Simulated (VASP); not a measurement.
Wanted: the native input for a VASP 6.6.1 run.

```
Task                   : single point
Functional             : PBEsol
Potentials or basis    : VASP PAW PBE potentials, release 64 (Al, Cu)
Cutoff                 : 520 eV
k mesh                 : 6 × 6 × 6
Occupations            : methfessel-paxton, width 0.1 eV
Spin                   : no spin polarisation
Dipole correction      : no
Further INCAR settings : ALGO = Normal; EDIFF = 1e-06; NBANDS = 18
```

The structure of Al3Cu lies in POSCAR:

```
Al3Cu
1.0
    3.8165854150      0.0000000000      0.0000000000
    0.0000000000      3.8165854150      0.0000000000
    0.0000000000      0.0000000000      3.8165854150
Al Cu
3 1
Direct
    0.0000000000      0.5000000000      0.5000000000
    0.5000000000      0.0000000000      0.5000000000
    0.5000000000      0.5000000000      0.0000000000
    0.0000000000      0.0000000000      0.0000000000
```

The input as run:

INCAR

```
SYSTEM = Al3Cu
ALGO = Normal ; EDIFF = 1E-6
ENCUT = 520 ; GGA = PS
ISIF = 2 ; ISMEAR = 1
LASPH = .True. ; LCHARG = .True.
LELF = .True. ; LREAL = .False.
LVHAR = .True. ; LWAVE = .False.
NBANDS = 18 ; NELM = 100
PREC = Accurate ; SIGMA = 0.1
```

KPOINTS

```
k-points
0
Gamma
  6 6 6
  0 0 0
```

Potentials or basis: VASP PAW PBE potentials, release 64 (Al, Cu).

Launch:

```console
$ cat potpaw_PBE.64/Al/POTCAR potpaw_PBE.64/Cu/POTCAR > POTCAR
$ mpirun -np 1 vasp_std > vasp.out
```

It gave:

```
Pressure               : 6.6 GPa
Band gap on the k mesh : zero (band 10 reaches 11.27 eV, above the bottom of band 11 at 7.19 eV)
```

Caveat: the PAW data sets were made with another functional, which shifts forces and pressure a little.

Wall time 23 s on 1 thread of Intel(R) Xeon(R) Platinum 8375C CPU @ 2.90GHz (Ice Lake) (shared host), peak memory 0.16 GiB.
